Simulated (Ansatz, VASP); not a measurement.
# One calculation of Si, two programs

File INCAR:

```
SYSTEM = Si
ALGO = Normal ; EDIFF = 1E-8
ENCUT = 520 ; GGA = PS
ISIF = 2 ; ISMEAR = 0
LASPH = .TRUE. ; LCHARG = .FALSE.
LEFG = .TRUE. ; LREAL = Auto
LWAVE = .FALSE. ; NBANDS = 46
NELM = 80 ; PREC = Accurate
SIGMA = 0.01
```

The input KPOINTS:

```
k-points
0
G
  4 4 4
  0 0 0
```

Contents of POSCAR:

```
Si
1.0
    0.0000000000      5.4271200000      5.4271200000
    5.4271200000      0.0000000000      5.4271200000
    5.4271200000      5.4271200000      0.0000000000
Si
16
Direct
    0.3750000000      0.3750000000      0.3750000000
    0.3750000000      0.3750000000      0.8750000000
    0.3750000000      0.8750000000      0.3750000000
    0.3750000000      0.8750000000      0.8750000000
    0.8750000000      0.3750000000      0.3750000000
    0.8750000000      0.3750000000      0.8750000000
    0.8750000000      0.8750000000      0.3750000000
    0.8750000000      0.8750000000      0.8750000000
    0.2500000000      0.2500000000      0.2500000000
    0.2500000000      0.2500000000      0.7500000000
    0.2500000000      0.7500000000      0.2500000000
    0.2500000000      0.7500000000      0.7500000000
    0.7500000000      0.2500000000      0.2500000000
    0.7500000000      0.2500000000      0.7500000000
    0.7500000000      0.7500000000      0.2500000000
    0.7500000000      0.7500000000      0.7500000000
```

Input for Ansatz:

```yaml
crystal:
  lattice:
    - [0.0, 5.42712, 5.42712]
    - [5.42712, 0.0, 5.42712]
    - [5.42712, 5.42712, 0.0]
  atoms:
    - { symbol: Si, position: [0.375, 0.375, 0.375] }
    - { symbol: Si, position: [0.375, 0.375, 0.875] }
    - { symbol: Si, position: [0.375, 0.875, 0.375] }
    - { symbol: Si, position: [0.375, 0.875, 0.875] }
    - { symbol: Si, position: [0.875, 0.375, 0.375] }
    - { symbol: Si, position: [0.875, 0.375, 0.875] }
    - { symbol: Si, position: [0.875, 0.875, 0.375] }
    - { symbol: Si, position: [0.875, 0.875, 0.875] }
    - { symbol: Si, position: [0.25, 0.25, 0.25] }
    - { symbol: Si, position: [0.25, 0.25, 0.75] }
    - { symbol: Si, position: [0.25, 0.75, 0.25] }
    - { symbol: Si, position: [0.25, 0.75, 0.75] }
    - { symbol: Si, position: [0.75, 0.25, 0.25] }
    - { symbol: Si, position: [0.75, 0.25, 0.75] }
    - { symbol: Si, position: [0.75, 0.75, 0.25] }
    - { symbol: Si, position: [0.75, 0.75, 0.75] }
kpoints:
  mp_grid: { grid: [4, 4, 4] }
scf:
  occupations: { method: fixed }
hamiltonian:
  xc: pbesol
  pseudopotentials: { kind: paw, azcp: { folder: soft_1 } }
output:
  forces: true
  efg: { contact_densities: true }
  core_levels:
    shells: { Si: "2p" }
    counted_from: valence_top
    eps_inf: [12.932, 12.932, 12.932]
basis:
  ecutwfc: 550
```

Alike in both runs: task electric field gradients; functional PBEsol; k mesh 4 × 4 × 4; no spin polarisation.

|  | VASP | Ansatz |
| --- | --- | --- |
| version | VASP 6.6.1 | Ansatz 0.2.0 |
| potentials or method | VASP PAW PBE potentials, release 64 (Si), cutoff 520 eV | plane-wave PAW, scalar-relativistic |
| occupations | gaussian, width 0.01 eV | fixed |
| valence electrons in the cell | 64 | 64 |

Ansatz gave:

```
gap on the k mesh at the Fermi level (eV) : 0.51
```

Task: What did VASP give for the same quantities?

Result: gap on the k mesh at the Fermi level (eV): 0.50.

VASP's potentials were made for PBE, not for PBEsol, and Ansatz warns of the same on its side.
